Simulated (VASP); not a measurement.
## BiB: single point with PBE

Crystal: BiB.

```xyz
2
Lattice="0.0000 2.7449 2.7449 2.7449 0.0000 2.7449 2.7449 2.7449 0.0000" Properties=species:S:1:pos:R:3 pbc="T T T"
B     0.0000    0.0000    0.0000
Bi    1.3724    1.3724    1.3724
```

```
Program             : VASP 6.6.1
Task                : single point
Functional          : PBE
Potentials or basis : VASP PAW PBE potentials, release 64 (B, Bi_d)
Cutoff              : 520 eV
k mesh              : 6 × 6 × 6
Occupations         : fermi-dirac, width 0.02 eV
Spin                : non-collinear spin, zero start, spin-orbit coupling
Starting moments    : [[0.0, 0.0, 0.0], [0.0, 0.0, 0.0]] μB
```

```yaml
Pressure: 1.3 GPa
Net_moment: 0.00 μB per cell
Valence_electrons_inside_the_program's_atomic_spheres: B 1.67; Bi 13.00
```

Moments on the atoms (μB; x, y, z):
```
B   0.00 0.00 0.00
Bi  0.00 0.00 0.00
```

It took 38 s on 1 thread of Intel(R) Xeon(R) 6975P-C (Granite Rapids) (shared host), peak memory 0.29 GiB.

Caveat: the structure was generated, so it needn't be the stable form of BiB.
